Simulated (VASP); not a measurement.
Set up this calculation in VASP 6.6.1, as the native input.

```
Task                   : single point
Functional             : PBEsol
Potentials or basis    : VASP PAW PBE potentials, release 64 (F)
Cutoff                 : 600 eV
k mesh                 : 18 × 18 × 18
Occupations            : fermi-dirac, width 0.05 eV
Spin                   : no spin polarisation
Dipole correction      : no
Further INCAR settings : ALGO = Normal; EDIFF = 1e-06; NBANDS = 10
```

The structure of F lies in POSCAR:

```
F
1.0
    0.0000000000      1.6617383937      1.6617383937
    1.6617383937      0.0000000000      1.6617383937
    1.6617383937      1.6617383937      0.0000000000
F
1
Direct
    0.0000000000      0.0000000000      0.0000000000
```

One way to write it, as run:

INCAR

```
SYSTEM = F
ALGO = Normal
EDIFF = 1E-6
ENCUT = 600
GGA = PS
GGA_COMPAT = .FALSE.
ISIF = 2
ISMEAR = -1
LASPH = .TRUE.
LCHARG = .FALSE.
LREAL = .FALSE.
LWAVE = .FALSE.
NBANDS = 10
NELM = 120
PREC = Accurate
SIGMA = 0.05
```

KPOINTS

```
k-points
0
G
  18 18 18
  0 0 0
```

Potentials or basis: VASP PAW PBE potentials, release 64 (F).

Launch:

```bash
$ cat potpaw_PBE.64/F/POTCAR > POTCAR
$ mpirun -np 1 vasp_std > vasp.out
```

Results of the run:

| Item | Value |
| --- | --- |
| Pressure | -0.6 GPa |
| Band gap on the k mesh | zero (an odd number of electrons rules out a gap without spin polarisation) |

Caveat: the PAW data sets were made with another functional, which shifts forces and pressure a little; an odd number of electrons without spin polarisation forces a metal; a magnetic or distorted state may lie lower.

It took 9.7 s on 1 thread of AMD EPYC 9R14 (Zen 4), with other jobs on the host, peak memory 0.1 GiB.
